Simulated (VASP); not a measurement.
# Hg (P6/mmm) in VASP: further runs, part 3 of 3

VASP 6.6.1. Earlier steps stand in the parts before.

## Step 4: Electric field gradients, PBEsol (23.49 Å³/atom)

This run uses another cell than the first one, of 23.49 Å³/atom.

Contents of INCAR:

```
SYSTEM = Hg
PREC     = Accurate       ! precision mode
ENCUT    = 520            ! plane-wave cutoff, eV
EDIFF    = 1E-8           ! SCF threshold, eV
ISMEAR   = -1             ! smearing method
SIGMA    = 0.05           ! smearing width, eV
LREAL    = .False.        ! projectors in reciprocal space
LASPH    = .True.         ! aspherical terms in the spheres
NELM     = 80             ! most SCF steps
ALGO     = Normal         ! electronic algorithm
ISIF     = 2              ! what is computed and relaxed
LWAVE    = .False.        ! write WAVECAR
LCHARG   = .False.        ! write CHGCAR
GGA      = PS             ! functional
LEFG     = .True.       
NBANDS   = 25             ! bands
```

Contents of KPOINTS:

```
regular mesh
0
Gamma
  8 8 9
  0 0 0
```

Contents of POSCAR:

```
Hg
1.0
    4.5700691356      0.0000000000      0.0000000000
   -2.2850345678      3.9577959684      0.0000000000
    0.0000000000      0.0000000000      3.8956298860
Hg
3
Direct
    0.3333333333      0.6666666667      0.5000000000
    0.0000000000      0.0000000000      0.0000000000
    0.6666666667      0.3333333333      0.5000000000
```

Potentials or basis: VASP PAW PBE potentials, release 64 (Hg).

Command:

```
> cat potpaw_PBE.64/Hg/POTCAR > POTCAR
> mpirun -np 1 vasp_std > vasp.out
```

OUTCAR:

```text
SYSTEM = Hg
   PREC = Accurate
   ENCUT = 520
   EDIFF = 1E-8
   ISMEAR = -1
   LREAL = .False.
   LASPH = .True.
   NELM = 80
   ISIF = 2
   GGA = PS

 ion  position               nearest neighbor table
   1  0.333  0.667  0.500-   3 2.64   3 2.64   3 2.64   2 3.28   2 3.28   2 3.28   2 3.28   2 3.28
                             2 3.28
   2  0.000  0.000  0.000-   1 3.28   3 3.28   1 3.28   3 3.28   1 3.28   1 3.28   3 3.28   3 3.28
                             3 3.28   3 3.28   1 3.28   1 3.28
   3  0.667  0.333  0.500-   1 2.64   1 2.64   1 2.64   2 3.28   2 3.28   2 3.28   2 3.28   2 3.28
                             2 3.28

  LATTYP: Found a hexagonal cell.
 ALAT       =     4.5700691356
 C/A-ratio  =     0.8524225281

  Lattice vectors:

 A1 = (   4.5700691356,   0.0000000000,   0.0000000000)
 A2 = (  -2.2850345678,   3.9577959684,   0.0000000000)
 A3 = (   0.0000000000,   0.0000000000,   3.8956298860)

Analysis of symmetry for initial positions (statically):
=====================================================================
 Subroutine PRICEL returns:
 Original cell was already a primitive cell.

 Routine SETGRP: Setting up the symmetry group for a
 hexagonal supercell.

 Subroutine GETGRP returns: Found 24 space group operations
 (whereof 24 operations were pure point group operations)
 out of a pool of 24 trial point group operations.

The static configuration has the point symmetry D_6h.

Analysis of symmetry for dynamics (positions and initial velocities):
=====================================================================
 Subroutine PRICEL returns:
 Original cell was already a primitive cell.

 Routine SETGRP: Setting up the symmetry group for a
 hexagonal supercell.

 Subroutine GETGRP returns: Found 24 space group operations
 (whereof 24 operations were pure point group operations)
 out of a pool of 24 trial point group operations.

The dynamic configuration has the point symmetry D_6h.

 Subroutine INISYM returns: Found 24 space group operations
 (whereof 24 operations are pure point group operations),
 and found     1 'primitive' translations

----------------------------------------------------------------------------------------

                                     Primitive cell

  volume of cell :      70.4618

  direct lattice vectors                    reciprocal lattice vectors
     4.570069136  0.000000000  0.000000000     0.218815070  0.126332940  0.000000000
    -2.285034568  3.957795968  0.000000000     0.000000000  0.252665880  0.000000000
     0.000000000  0.000000000  3.895629886     0.000000000  0.000000000  0.256697897

  length of vectors
     4.570069136  4.570069136  3.895629886     0.252665880  0.252665880  0.256697897

  position of ions in fractional coordinates (direct lattice)
     0.333333333  0.666666667  0.500000000
     0.000000000  0.000000000  0.000000000
     0.666666667  0.333333333  0.500000000
[... 79 lines left out ...]
   LREAL  =      F    real-space projection
   EDIFFG = 0.1E-06   stopping-criterion for IOM
   NSW    =      0    number of steps for IOM
   IBRION =     -1    ionic relax: 0-MD 1-quasi-New 2-CG
   NFREE  =      0    steps in history (QN), initial steepest desc. (CG)
   ISIF   =      2    stress and relaxation
   ISYM   =      2    0-nonsym 1-usesym 2-fastsym
   POTIM  = 0.5000    time-step for ionic-motion
   TEBEG  =    0.0;   TEEND  =   0.0 temperature during run
   PSTRESS=    0.0 pullay stress
   NELECT =      36.0000    total number of electrons
   NUPDOWN=      -1.0000    fix difference up-down
   EMIN   =  10.00;   EMAX   =-10.00  energy-range for DOS
   EFERMI =   0.00;   METHOD = LEGACY
   ISMEAR =    -1;   SIGMA  =   0.05  broadening in eV -4-tet -1-fermi 0-gaus
   EFERMI_NEDOS =   21; number of points for ismear=-14 and -15
   IALGO  =     38    algorithm
   IMIX   =      4    mixing-type and parameters
     AMIX     =   0.40;   BMIX     =  1.00
     AMIX_MAG =   1.60;   BMIX_MAG =  1.00
  volume/ion in A,a.u.               =      23.49       158.50
  Fermi-wavevector in a.u.,A,eV,Ry     =   1.308753  2.473185 23.304529  1.712835
  Thomas-Fermi vector in A             =   2.439398
   LORBIT       =      0    0 simple, 1 ext, 2 COOP (PROOUT), +10 PAW based schemes
   GGA     = PS    functional components
   LHFCALC =     F    Hartree Fock is set to
   AEXX    =    0.0000 exact exchange contribution
   IVDW    =     0    specifies the selected vdW correction
   LEPSILON=     F    determine dielectric tensor
   LRPA    =     F    only Hartree local field effects (RPA)
 non-spin polarized calculation
  energy-cutoff  :      520.00
  volume of cell :       70.46
 maximum number of plane-waves:      1941
 NGX is ok and might be reduce to    36
   NGX = 17   NGY = 17   NGZ = 15

 number of electron      36.0000001 magnetization

 Free energy of the ion-electron system (eV)
  ---------------------------------------------------
  ext. energy  EPLUGINS =         0.00000000
  ---------------------------------------------------
  free energy    TOTEN  =        -1.11813206 eV

  energy without entropy =       -1.10736259  energy(sigma->0) =       -1.11274732

 E-fermi :   2.8228     XC(G=0): -11.0015

 val. band max:        2.8136320806   @ k =   0.3750   0.0000   0.4444
 cond. band min:       2.8513127241   @ k =   0.3750   0.1250   0.3333
 fundamental gap:      0.0376806436
 Fermi energy:         2.8227853850

 k-point     1 :       0.0000    0.0000    0.0000
  band No.  band energies     occupation
      1      -7.0628      2.00000
      2      -5.3345      2.00000
      3      -5.0886      2.00000
      4      -5.0886      2.00000
      5      -4.8800      2.00000
      6      -4.8800      2.00000
[... 661 lines left out ...]
     24      11.4052      0.00000
     25      13.5087      0.00000

 [... further k-points ...]
[... 5 lines left out ...]
  --------------------------------------------------------------------------------------
  -------------------------------------------------------------------------------------
  Total        4.8059533      4.8059533     -0.3739799      0.0000000     -0.0000000      0.0000000
  in kB      109.2788893    109.2788893     -8.5036420      0.0000000     -0.0000000      0.0000000
  external PRESSURE =      70.0180456 kB  Pullay stress =       0.0000000 kB

 VOLUME and BASIS-vectors are now :
 -----------------------------------------------------------------------------
  energy-cutoff  :      520.00
  volume of cell :       70.46
      direct lattice vectors                 reciprocal lattice vectors
     4.570069136  0.000000000  0.000000000     0.218815070  0.126332940  0.000000000
    -2.285034568  3.957795968  0.000000000     0.000000000  0.252665880  0.000000000
     0.000000000  0.000000000  3.895629886     0.000000000  0.000000000  0.256697897

 POSITION                                       TOTAL-FORCE (eV/Angst)
 -----------------------------------------------------------------------------------
     -0.00000      2.63853      1.94781        -0.000000     -0.000000      0.000000
      0.00000      0.00000      0.00000         0.000000     -0.000000     -0.000000
      2.28503      1.31927      1.94781        -0.000000      0.000000     -0.000000
 -----------------------------------------------------------------------------------
    total drift:                                0.000000     -0.000000     -0.000000

  FREE ENERGIE OF THE ION-ELECTRON SYSTEM (eV)
  ---------------------------------------------------
  free  energy   TOTEN  =        -1.1181320568 eV

  energy  without entropy=       -1.1073625895  energy(sigma->0) =       -1.11274732

 Electric field gradients (V/A^2)
---------------------------------------------------------------------
 ion       V_xx      V_yy      V_zz      V_xy      V_xz      V_yz
---------------------------------------------------------------------
   1    -163.120  -163.119   326.239     0.001     0.000    -0.000
   2     -15.428   -15.428    30.856     0.001     0.000    -0.000
   3    -163.120  -163.119   326.239     0.001     0.000     0.000
---------------------------------------------------------------------

 Electric field gradients after diagonalization (V/A^2)
 (convention: |V_zz| > |V_xx| > |V_yy|)
----------------------------------------------------------------------
 ion       V_xx      V_yy      V_zz     asymmetry (V_yy - V_xx)/ V_zz
----------------------------------------------------------------------
   1    -163.120  -163.119   326.239       0.000
   2     -15.428   -15.427    30.856       0.000
   3    -163.120  -163.119   326.239       0.000
----------------------------------------------------------------------

           NMR quadrupolar parameters

 Cq : quadrupolar parameter    Cq=e*Q*V_zz/h
 eta: asymmetry parameters     (V_yy - V_xx)/ V_zz
 Q  : nuclear electric quadrupole moment in mb (millibarn)
----------------------------------------------------------------------
 ion       Cq(MHz)       eta       Q (mb)
----------------------------------------------------------------------
   1       0.789       0.000       1.000
   2       0.075       0.000       1.000
   3       0.789       0.000       1.000
----------------------------------------------------------------------
```

Wall time 1.7 min (1 thread of Oxide Virtual Turin-like, shared host); peak memory 0.19 GiB.

What came out:

* Free energy: -1.1181 eV
* Pressure: 7.0 GPa
* Band gap on the k mesh: zero (bands 18 and 19 overlap by 4.93 eV)
* Largest electric field gradient by atom: Hg +326.2, +30.9 (each value once) V/Å²

Electric field gradients, principal values (V/Å²):
| atom | least | middle | greatest (by size) |
| --- | --- | --- | --- |
| 1 Hg | -163.119 | -163.120 | 326.239 |
| 2 Hg | -15.427 | -15.428 | 30.856 |
| 3 Hg | -163.119 | -163.120 | 326.239 |

Caveat: the stress differs along the axes, from -1 to 11 GPa; without QUAD_EFG the Cq values of the log hold for a quadrupole moment of 1 mb, not for the nuclei; the PAW data sets were made with another functional, which shifts forces and pressure a little; spin-orbit coupling is left out, which moves the levels of the heavy elements.

## Step 5: Electric field gradients, PBEsol (24.41 Å³/atom)

This run uses another cell than the first one, of 24.41 Å³/atom.

Contents of INCAR:

```
PREC = Accurate ; ENCUT = 520
EDIFF = 1E-8 ; ISMEAR = -1
SIGMA = 0.05 ; LREAL = F
LASPH = T ; NELM = 60
ALGO = Normal ; ISIF = 2
LWAVE = F ; LCHARG = F
GGA = PS ; LEFG = T
NBANDS = 25
```

Contents of KPOINTS:

```
Automatic mesh
0
Gamma
  8 8 9
```

Contents of POSCAR:

```
Hg
1.0
    4.6290442742      0.0000000000      0.0000000000
   -2.3145221371      4.0088699367      0.0000000000
    0.0000000000      0.0000000000      3.9459016228
Hg
3
Direct
    0.3333333333      0.6666666667      0.5000000000
    0.0000000000      0.0000000000      0.0000000000
    0.6666666667      0.3333333333      0.5000000000
```

Potentials or basis: VASP PAW PBE potentials, release 64 (Hg).

Command:

```
> cat potpaw_PBE.64/Hg/POTCAR > POTCAR
> mpirun -np 1 vasp_std > vasp.out
```

OUTCAR:

```text
PREC = Accurate
   ENCUT = 520
   EDIFF = 1E-8
   ISMEAR = -1
   LREAL = F
   LASPH = T
   NELM = 60
   ISIF = 2
   GGA = PS

 ion  position               nearest neighbor table
   1  0.333  0.667  0.500-   3 2.67   3 2.67   3 2.67   2 3.32   2 3.32   2 3.32   2 3.32   2 3.32
                             2 3.32
   2  0.000  0.000  0.000-   1 3.32   3 3.32   1 3.32   3 3.32   1 3.32   1 3.32   3 3.32   3 3.32
                             3 3.32   3 3.32   1 3.32   1 3.32
   3  0.667  0.333  0.500-   1 2.67   1 2.67   1 2.67   2 3.32   2 3.32   2 3.32   2 3.32   2 3.32
                             2 3.32

  LATTYP: Found a hexagonal cell.
[... 900 lines left out ...]
---------------------------------------------------------------------
 ion       V_xx      V_yy      V_zz      V_xy      V_xz      V_yz
---------------------------------------------------------------------
   1    -152.002  -152.002   304.004    -0.000     0.000     0.000
   2     -11.748   -11.748    23.496    -0.000    -0.000     0.000
   3    -152.002  -152.002   304.004    -0.000     0.000     0.000
---------------------------------------------------------------------

 Electric field gradients after diagonalization (V/A^2)
 (convention: |V_zz| > |V_xx| > |V_yy|)
----------------------------------------------------------------------
 ion       V_xx      V_yy      V_zz     asymmetry (V_yy - V_xx)/ V_zz
----------------------------------------------------------------------
   1    -152.002  -152.002   304.004       0.000
   2     -11.748   -11.748    23.496       0.000
   3    -152.002  -152.002   304.004       0.000
----------------------------------------------------------------------

           NMR quadrupolar parameters

 Cq : quadrupolar parameter    Cq=e*Q*V_zz/h
 eta: asymmetry parameters     (V_yy - V_xx)/ V_zz
 Q  : nuclear electric quadrupole moment in mb (millibarn)
----------------------------------------------------------------------
 ion       Cq(MHz)       eta       Q (mb)
----------------------------------------------------------------------
   1       0.735       0.000       1.000
   2       0.057       0.000       1.000
   3       0.735       0.000       1.000
----------------------------------------------------------------------
```

stdout:

```text
POSCAR found type information on POSCAR Hg
 POSCAR found :  1 types and       3 ions
 scaLAPACK will be used
 -----------------------------------------------------------------------------
|                                                                             |
|                                                                             |
|     You enforced a specific xc type in the INCAR file but a different       |
|     I HOPE YOU KNOW WHAT YOU ARE DOING!                                     |
|                                                                             |
 -----------------------------------------------------------------------------

 LDA part: xc-table for (Slater+PW92), standard interpolation
 POSCAR, INCAR and KPOINTS ok, starting setup
 FFT: planning ... GRIDC
 FFT: planning ... GRID_SOFT
 FFT: planning ... GRID
 WAVECAR not read
 entering main loop
ion   1

ion   2

ion   3
```

Wall time 55 s (1 thread of Oxide Virtual Turin-like, shared host); peak memory 0.19 GiB.

What came out:

- Free energy: -1.2193 eV
- Pressure: 4.7 GPa
- Band gap on the k mesh: zero (bands 18 and 19 overlap by 4.57 eV)
- Largest electric field gradient by atom: Hg +304.0, +23.5 (each value once) V/Å²

Levels at points of the mesh, in eV from the Fermi level:
| k point | band 14 | band 15 | band 16 | band 17 | band 18 | band 19 | band 20 | band 21 | band 22 | band 23 |
| --- | --- | --- | --- | --- | --- | --- | --- | --- | --- | --- |
| (0.00, 0.00, 0.00) | -6.51 | -5.89 | -5.89 | 0.15 | 1.98 | 2.32 | 3.41 | 3.41 | 3.72 | 3.72 |
| (0.50, 0.00, 0.00) | -6.17 | -5.84 | -5.61 | -4.95 | -0.54 | 0.06 | 5.86 | 5.91 | 6.69 | 7.40 |

Electric field gradients, principal values (V/Å²):
```csv
atom,least,middle,greatest (by size)
1 Hg,-152.002,-152.002,304.004
2 Hg,-11.748,-11.748,23.496
3 Hg,-152.002,-152.002,304.004
```

Caveat: the stress differs along the axes, from -1 to 8 GPa; without QUAD_EFG the Cq values of the log hold for a quadrupole moment of 1 mb, not for the nuclei; the PAW data sets were made with another functional, which shifts forces and pressure a little; spin-orbit coupling is left out, which moves the levels of the heavy elements.

## Step 6: Overview

| cell | gap on the mesh (eV) | pressure (GPa) |
| --- | --- | --- |
| a = 4.479, b = 4.479, c = 3.818 Å, angles 90.0, 90.0, 120.0°, 3 atoms | none | 12.5 |
| a = 4.525, b = 4.525, c = 3.857 Å, angles 90.0, 90.0, 120.0°, 3 atoms | none | 9.5 |
| a = 4.570, b = 4.570, c = 3.896 Å, angles 90.0, 90.0, 120.0°, 3 atoms | none | 7.0 |
| a = 4.629, b = 4.629, c = 3.946 Å, angles 90.0, 90.0, 120.0°, 3 atoms | none | 4.7 |

Alike in all rows: task electric field gradients; level PBEsol; potentials or basis VASP PAW PBE potentials, release 64 (Hg); no spin polarisation; k mesh 8 × 8 × 9; cutoff (eV) 520; smearing fermi-dirac 0.05 eV.

Caveats: the PAW data sets were made with another functional, which shifts forces and pressure a little; spin-orbit coupling is left out, which moves the levels of the heavy elements; the stress differs along the axes, from 1 to 18 GPa (at least some runs); the stress differs along the axes, from 0 to 14 GPa (at least some runs); the stress differs along the axes, from -1 to 11 GPa (at least some runs); the stress differs along the axes, from -1 to 8 GPa (at least some runs).

Absolute energies hang on the potentials; compare differences alone.

The gap in the log of VASP goes by the Fermi energy; the results here count the filled bands.